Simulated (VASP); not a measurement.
# SnS2 (P-3m1) in VASP: single point with PBE

Aim: the single point of SnS2 with PBE.

All numbers are computed with VASP 6.6.1; they aren't measurements. Logs are shortened: lines on timing, memory, paths and dates and some standing lists are left out, and cuts for length are marked.

## 1. The cell of the first run

Symmetry: P-3m1, No. 164, trigonal system. Conventional cell: a = 3.703 Å, b = 3.703 Å, c = 6.828 Å, α = 90.00°, β = 90.00°, γ = 120.00°. Sn (site symmetry -3m) has 6 S at 2.60 Å within 3.4 Å. Within 3.4 Å of S (site symmetry 3m) lie 3 Sn at 2.60 Å.

## 2. Single point, PBE

Contents of INCAR:

```
SYSTEM = SnS2
PREC = Accurate ; ENCUT = 500
EDIFF = 1E-6 ; ISMEAR = 0
SIGMA = 0.01 ; LREAL = Auto
LASPH = .True. ; NELM = 120
ALGO = Normal ; ISIF = 2
LWAVE = .False. ; LCHARG = .False.
GGA = PE ; NBANDS = 354
GGA_COMPAT = .False.
```

Contents of KPOINTS:

```
Automatic mesh
0
Gamma
  1 1 1
  0 0 0
```

Contents of POSCAR:

```
SnS2
1.0
   11.1093747409     -6.4140004972      0.0000000000
  -11.1093747409     -6.4140004972      0.0000000000
    0.0000000000      0.0000000000    -13.6553522514
Sn S
24 48
Direct
    0.1666666667      0.8333333333      0.5000000000
    0.1666666667      0.8333333333      0.0000000000
    0.6666666667      0.8333333333      0.5000000000
    0.6666666667      0.8333333333      0.0000000000
    0.3333333333      0.6666666667      0.5000000000
    0.3333333333      0.6666666667      0.0000000000
    0.0000000000      0.5000000000      0.5000000000
    0.0000000000      0.5000000000      0.0000000000
    0.8333333333      0.6666666667      0.5000000000
    0.8333333333      0.6666666667      0.0000000000
    0.5000000000      0.5000000000      0.5000000000
    0.5000000000      0.5000000000      0.0000000000
    0.1666666667      0.3333333333      0.5000000000
    0.1666666667      0.3333333333      0.0000000000
    0.6666666667      0.3333333333      0.5000000000
    0.6666666667      0.3333333333      0.0000000000
    0.3333333333      0.1666666667      0.5000000000
    0.3333333333      0.1666666667      0.0000000000
    0.0000000000      0.0000000000      0.5000000000
    0.0000000000      0.0000000000      0.0000000000
    0.8333333333      0.1666666667      0.5000000000
    0.8333333333      0.1666666667      0.0000000000
    0.5000000000      1.0000000000      0.5000000000
    0.5000000000      1.0000000000      0.0000000000
    0.0000000000      0.6666666667      0.3917750053
    0.0000000000      0.6666666667      0.8917750053
    0.5000000000      0.6666666667      0.3917750053
    0.5000000000      0.6666666667      0.8917750053
    0.1666666667      0.5000000000      0.3917750053
    0.1666666667      0.5000000000      0.8917750053
    0.8333333333      0.3333333333      0.3917750053
    0.8333333333      0.3333333333      0.8917750053
    0.6666666667      0.5000000000      0.3917750053
    0.6666666667      0.5000000000      0.8917750053
    0.3333333333      0.3333333333      0.3917750053
    0.3333333333      0.3333333333      0.8917750053
    1.0000000000      0.1666666667      0.3917750053
    1.0000000000      0.1666666667      0.8917750053
    0.5000000000      0.1666666667      0.3917750053
    0.5000000000      0.1666666667      0.8917750053
    0.1666666667      1.0000000000      0.3917750053
    0.1666666667      1.0000000000      0.8917750053
    0.8333333333      0.8333333333      0.3917750053
    0.8333333333      0.8333333333      0.8917750053
    0.6666666667      1.0000000000      0.3917750053
    0.6666666667      1.0000000000      0.8917750053
    0.3333333333      0.8333333333      0.3917750053
    0.3333333333      0.8333333333      0.8917750053
    0.1666666667      0.6666666667      0.1082249947
    0.1666666667      0.6666666667      0.6082249947
    0.6666666667      0.6666666667      0.1082249947
    0.6666666667      0.6666666667      0.6082249947
    0.3333333333      0.5000000000      0.1082249947
    0.3333333333      0.5000000000      0.6082249947
    0.0000000000      0.3333333333      0.1082249947
    0.0000000000      0.3333333333      0.6082249947
    0.8333333333      0.5000000000      0.1082249947
    0.8333333333      0.5000000000      0.6082249947
    0.5000000000      0.3333333333      0.1082249947
    0.5000000000      0.3333333333      0.6082249947
    0.1666666667      0.1666666667      0.1082249947
    0.1666666667      0.1666666667      0.6082249947
    0.6666666667      0.1666666667      0.1082249947
    0.6666666667      0.1666666667      0.6082249947
    0.3333333333      1.0000000000      0.1082249947
    0.3333333333      1.0000000000      0.6082249947
    0.0000000000      0.8333333333      0.1082249947
    0.0000000000      0.8333333333      0.6082249947
    0.8333333333      1.0000000000      0.1082249947
    0.8333333333      1.0000000000      0.6082249947
    0.5000000000      0.8333333333      0.1082249947
    0.5000000000      0.8333333333      0.6082249947
```

Potentials or basis: VASP PAW PBE potentials, release 64 (Sn_d, S).

Run with:

```bash
cat potpaw_PBE.64/Sn_d/POTCAR potpaw_PBE.64/S/POTCAR > POTCAR
mpirun -np 1 vasp_gam > vasp.out
```

OUTCAR:

```text
SYSTEM = SnS2
   PREC = Accurate
   ENCUT = 500
   EDIFF = 1E-6
   ISMEAR = 0
   LREAL = Auto
   LASPH = .True.
   NELM = 120
   ISIF = 2
   GGA = PE

 ion  position               nearest neighbor table
   1  0.167  0.833  0.500-  47 2.60  50 2.60  25 2.60  66 2.60  41 2.60  68 2.60   5 3.70   7 3.70
                            23 3.70  19 3.70   9 3.70  17 3.70
   2  0.167  0.833  0.000-  48 2.60  49 2.60  26 2.60  65 2.60  42 2.60  67 2.60   6 3.70   8 3.70
                            24 3.70  20 3.70  10 3.70  18 3.70
   3  0.667  0.833  0.500-  43 2.60  52 2.60  27 2.60  70 2.60  45 2.60  72 2.60   9 3.70  11 3.70
                            19 3.70  23 3.70  21 3.70   5 3.70
   4  0.667  0.833  0.000-  44 2.60  51 2.60  28 2.60  69 2.60  46 2.60  71 2.60  10 3.70  12 3.70
                            20 3.70  24 3.70  22 3.70   6 3.70
   5  0.333  0.667  0.500-  47 2.60  50 2.60  29 2.60  72 2.60  54 2.60  27 2.60   1 3.70   7 3.70
                            23 3.70  11 3.70  13 3.70   3 3.70
   6  0.333  0.667  0.000-  48 2.60  49 2.60  30 2.60  71 2.60  53 2.60  28 2.60   2 3.70   8 3.70
                            24 3.70  12 3.70  14 3.70   4 3.70
   7  0.000  0.500  0.500-  25 2.60  29 2.60  56 2.60  58 2.60  31 2.60  50 2.60  15 3.70  21 3.70
                             1 3.70   5 3.70   9 3.70  13 3.70
   8  0.000  0.500  0.000-  26 2.60  30 2.60  55 2.60  57 2.60  32 2.60  49 2.60  16 3.70  22 3.70
                             2 3.70   6 3.70  10 3.70  14 3.70
   9  0.833  0.667  0.500-  43 2.60  52 2.60  33 2.60  68 2.60  58 2.60  25 2.60   3 3.70  11 3.70
[... 86 lines left out ...]
 A1 = (  11.1093747409,  -6.4140004972,   0.0000000000)
 A2 = ( -11.1093747409,  -6.4140004972,   0.0000000000)
 A3 = (   0.0000000000,   0.0000000000, -13.6553522514)

Analysis of symmetry for initial positions (statically):
=====================================================================
 Subroutine PRICEL returns following result:

  LATTYP: Found a hexagonal cell.
 ALAT       =     3.7031249144
 C/A-ratio  =     1.8437606842

  Lattice vectors:

 A1 = (  -1.8515624583,   3.2070002486,   0.0000000000)
 A2 = (   3.7031249144,   0.0000000000,   0.0000000000)
 A3 = (   0.0000000000,   0.0000000000,  -6.8276761257)

  24 primitive cells build up your supercell.

 Routine SETGRP: Setting up the symmetry group for a
 hexagonal supercell.

 Subroutine GETGRP returns: Found 12 space group operations
 (whereof 12 operations were pure point group operations)
 out of a pool of 24 trial point group operations.

The static configuration has the point symmetry D_3d.

Analysis of symmetry for dynamics (positions and initial velocities):
=====================================================================
 Subroutine PRICEL returns following result:

  LATTYP: Found a hexagonal cell.
 ALAT       =     3.7031249144
 C/A-ratio  =     1.8437606842

  Lattice vectors:

 A1 = (  -1.8515624583,   3.2070002486,   0.0000000000)
 A2 = (   3.7031249144,   0.0000000000,   0.0000000000)
 A3 = (   0.0000000000,   0.0000000000,  -6.8276761257)

  24 primitive cells build up your supercell.

 Routine SETGRP: Setting up the symmetry group for a
 hexagonal supercell.

 Subroutine GETGRP returns: Found 12 space group operations
 (whereof 12 operations were pure point group operations)
 out of a pool of 24 trial point group operations.

The dynamic configuration has the point symmetry D_3d.

 Subroutine INISYM returns: Found 12 space group operations
 (whereof 12 operations are pure point group operations),
 and found    24 'primitive' translations

----------------------------------------------------------------------------------------

                                     Primitive cell

  volume of cell :      81.0850

  direct lattice vectors                    reciprocal lattice vectors
    -1.851562458  3.207000249  0.000000000     0.000000000  0.311817874  0.000000000
     3.703124914  0.000000000  0.000000000     0.270042200  0.155908937  0.000000000
     0.000000000  0.000000000 -6.827676126     0.000000000  0.000000000 -0.146462718
[... 29 lines left out ...]

  Length of vectors
     0.090014067  0.090014067  0.073231359

  Shift w.r.t. Gamma in fractional coordinates (k-lattice)
     0.000000000  0.000000000  0.000000000

 Subroutine IBZKPT returns following result:
 ===========================================

 Found      1 irreducible k-points:

 Following reciprocal coordinates:
            Coordinates               Weight
  0.000000  0.000000  0.000000      1.000000
   k-points           NKPTS =      1   k-points in BZ     NKDIM =      1   number of bands    NBANDS=    354
   number of dos      NEDOS =    301   number of ions     NIONS =     72
   total plane-waves  NPLWV = 921600
   dimension x,y,z NGX =    96 NGY =   96 NGZ =  100
   dimension x,y,z NGXF=   192 NGYF=  192 NGZF=  200
   ions per type =              24  48
   NGX,Y,Z   is equivalent  to a cutoff of  12.44, 12.44, 12.17 a.u.
   NGXF,Y,Z  is equivalent  to a cutoff of  24.88, 24.88, 24.35 a.u.
 SYSTEM =  SnS2
   PREC   = accura    normal or accurate (medium, high low for compatibility)
   ISTART =      0    job   : 0-new  1-cont  2-samecut
   ICHARG =      2    charge: 1-file 2-atom 10-const
   ISPIN  =      1    spin polarized calculation?
   LNONCOLLINEAR =      F non collinear calculations
   LSORBIT =      F    spin-orbit coupling
   LASPH  =      T    aspherical Exc in radial PAW
   ENCUT  =  500.0 eV  36.75 Ry    6.06 a.u.  23.39 23.39 24.90*2*pi/ulx,y,z
   NELM   =    120;   NELMIN=  2; NELMDL= -5     # of ELM steps
   EDIFF  = 0.1E-05   stopping-criterion for ELM
   LREAL  =      T    real-space projection
   EDIFFG = 0.1E-04   stopping-criterion for IOM
   NSW    =      0    number of steps for IOM
   IBRION =     -1    ionic relax: 0-MD 1-quasi-New 2-CG
   NFREE  =      0    steps in history (QN), initial steepest desc. (CG)
   ISIF   =      2    stress and relaxation
   ISYM   =      2    0-nonsym 1-usesym 2-fastsym
   POTIM  = 0.5000    time-step for ionic-motion
   TEBEG  =    0.0;   TEEND  =   0.0 temperature during run
   PSTRESS=    0.0 pullay stress
   NELECT =     624.0000    total number of electrons
   NUPDOWN=      -1.0000    fix difference up-down
   EMIN   =  10.00;   EMAX   =-10.00  energy-range for DOS
   EFERMI =   0.00;   METHOD = LEGACY
   ISMEAR =     0;   SIGMA  =   0.01  broadening in eV -4-tet -1-fermi 0-gaus
   EFERMI_NEDOS =   21; number of points for ismear=-14 and -15
   IALGO  =     38    algorithm
   IMIX   =      4    mixing-type and parameters
     AMIX     =   0.40;   BMIX     =  1.00
     AMIX_MAG =   1.60;   BMIX_MAG =  1.00
  volume/ion in A,a.u.               =      27.03       182.40
  Fermi-wavevector in a.u.,A,eV,Ry     =   1.120519  2.117474 17.082967  1.255563
  Thomas-Fermi vector in A             =   2.257166
   LORBIT       =      0    0 simple, 1 ext, 2 COOP (PROOUT), +10 PAW based schemes
   GGA     = PE    functional components
   LHFCALC =     F    Hartree Fock is set to
   AEXX    =    0.0000 exact exchange contribution
   IVDW    =     0    specifies the selected vdW correction
   LEPSILON=     F    determine dielectric tensor
   LRPA    =     F    only Hartree local field effects (RPA)
 non-spin polarized calculation
 Gauss-broadening in eV      SIGMA  =   0.01
  energy-cutoff  :      500.00
  volume of cell :     1946.04
 maximum number of plane-waves:     24682
 NGX is ok and might be reduce to    96
   NGX = 47   NGY = 47   NGZ = 49

 number of electron     623.9999828 magnetization

 Free energy of the ion-electron system (eV)
  ---------------------------------------------------
  ext. energy  EPLUGINS =         0.00000000
  ---------------------------------------------------
  free energy    TOTEN  =      -316.52263846 eV

  energy without entropy =     -316.52263846  energy(sigma->0) =     -316.52263846

 E-fermi :   2.6797     XC(G=0):  -8.5745

 val. band max:        2.5703845587   @ k =   0.0000   0.0000   0.0000
 cond. band min:       4.2040161693   @ k =   0.0000   0.0000   0.0000
 fundamental gap:      1.6336316105
 Fermi energy:         2.6797415590

 k-point     1 :       0.0000    0.0000    0.0000
  band No.  band energies     occupation
      1     -18.1488      2.00000
      2     -18.1488      2.00000
      3     -18.1488      2.00000
      4     -18.1488      2.00000
      5     -18.1488      2.00000
      6     -18.1488      2.00000
[... 316 lines left out ...]
    323       5.4520      0.00000
    324       5.4520      0.00000
 [bands above 324 left out]

------------------------ aborting loop because EDIFF is reached ----------------------------------------

  FORCE on cell =-STRESS in cart. coord.  units (eV):
  Direction    XX          YY          ZZ          XY          YZ          ZX
  --------------------------------------------------------------------------------------
  -------------------------------------------------------------------------------------
  Total       -0.9526208     -0.9526208     -2.1947586      0.0000000     -0.0000000     -0.0000000
  in kB       -0.7842944     -0.7842944     -1.8069487      0.0000000     -0.0000000     -0.0000000
  external PRESSURE =      -1.1251792 kB  Pullay stress =       0.0000000 kB

 VOLUME and BASIS-vectors are now :
 -----------------------------------------------------------------------------
  energy-cutoff  :      500.00
  volume of cell :     1946.04
      direct lattice vectors                 reciprocal lattice vectors
    11.109374741 -6.414000497  0.000000000     0.045007033 -0.077954469  0.000000000
   -11.109374741 -6.414000497  0.000000000    -0.045007033 -0.077954469  0.000000000
     0.000000000  0.000000000-13.655352251     0.000000000  0.000000000 -0.073231359

 POSITION                                       TOTAL-FORCE (eV/Angst)
 -----------------------------------------------------------------------------------
     -7.40625     -6.41400     -6.82768         0.000000     -0.000000      0.000000
     -7.40625     -6.41400      0.00000         0.000000     -0.000000      0.000000
     -1.85156     -9.62100     -6.82768         0.000000     -0.000000      0.000000
     -1.85156     -9.62100      0.00000         0.000000     -0.000000      0.000000
     -3.70312     -6.41400     -6.82768         0.000000     -0.000000      0.000000
     -3.70312     -6.41400      0.00000         0.000000     -0.000000      0.000000
[... 64 lines left out ...]
     -3.70312     -8.55200     -1.47785        -0.000000      0.000000      0.010631
     -3.70312     -8.55200     -8.30553         0.000000      0.000000      0.010631
 -----------------------------------------------------------------------------------
    total drift:                                0.000000     -0.000000      0.000000

  FREE ENERGIE OF THE ION-ELECTRON SYSTEM (eV)
  ---------------------------------------------------
  free  energy   TOTEN  =      -316.5226384597 eV

  energy  without entropy=     -316.5226384597  energy(sigma->0) =     -316.52263846
```

It took 28 min on 1 thread of Intel Xeon Platinum 8259CL at 2.50GHz (Skylake/Cascade Lake), shared host; peak memory 1.6 GiB.

What came out:

```
Free energy            : -316.5226 eV
Pressure               : -0.1 GPa
Largest force          : 0.011 eV/Å
Band gap on the k mesh : 1.63 eV
```

Forces on the atoms (eV/Å):
```
Sn   0.000  0.000  0.000
Sn   0.000  0.000  0.000
Sn   0.000  0.000  0.000
Sn   0.000  0.000  0.000
Sn   0.000  0.000  0.000
Sn   0.000  0.000  0.000
Sn   0.000  0.000  0.000
Sn   0.000  0.000  0.000
Sn   0.000  0.000  0.000
Sn   0.000  0.000  0.000
Sn   0.000  0.000  0.000
Sn   0.000  0.000  0.000
Sn   0.000  0.000  0.000
Sn   0.000  0.000  0.000
Sn   0.000  0.000  0.000
Sn   0.000  0.000  0.000
Sn   0.000  0.000  0.000
Sn   0.000  0.000  0.000
Sn   0.000  0.000  0.000
Sn   0.000  0.000  0.000
Sn   0.000  0.000  0.000
Sn   0.000  0.000  0.000
Sn   0.000  0.000  0.000
Sn   0.000  0.000  0.000
S    0.000  0.000 -0.011
S    0.000  0.000 -0.011
S    0.000  0.000 -0.011
S    0.000  0.000 -0.011
S    0.000  0.000 -0.011
S    0.000  0.000 -0.011
S    0.000  0.000 -0.011
S    0.000  0.000 -0.011
S    0.000  0.000 -0.011
S    0.000  0.000 -0.011
S    0.000  0.000 -0.011
S    0.000  0.000 -0.011
S    0.000  0.000 -0.011
S    0.000  0.000 -0.011
S    0.000  0.000 -0.011
S    0.000  0.000 -0.011
S    0.000  0.000 -0.011
S    0.000  0.000 -0.011
S    0.000  0.000 -0.011
S    0.000  0.000 -0.011
S    0.000  0.000 -0.011
S    0.000  0.000 -0.011
S    0.000  0.000 -0.011
S    0.000  0.000 -0.011
S    0.000  0.000  0.011
S    0.000  0.000  0.011
S    0.000  0.000  0.011
S    0.000  0.000  0.011
S    0.000  0.000  0.011
S    0.000  0.000  0.011
S    0.000  0.000  0.011
S    0.000  0.000  0.011
S    0.000  0.000  0.011
S    0.000  0.000  0.011
S    0.000  0.000  0.011
S    0.000  0.000  0.011
S    0.000  0.000  0.011
S    0.000  0.000  0.011
S    0.000  0.000  0.011
S    0.000  0.000  0.011
S    0.000  0.000  0.011
S    0.000  0.000  0.011
S    0.000  0.000  0.011
S    0.000  0.000  0.011
S    0.000  0.000  0.011
S    0.000  0.000  0.011
S    0.000  0.000  0.011
S    0.000  0.000  0.011
```

Caveat: the k points lie up to 0.57 Å⁻¹ apart; spin-orbit coupling is left out, which moves the levels of the heavy elements; this functional lacks dispersion, which binds layers or chains, so the pressure and a relaxed spacing across them are unreliable.
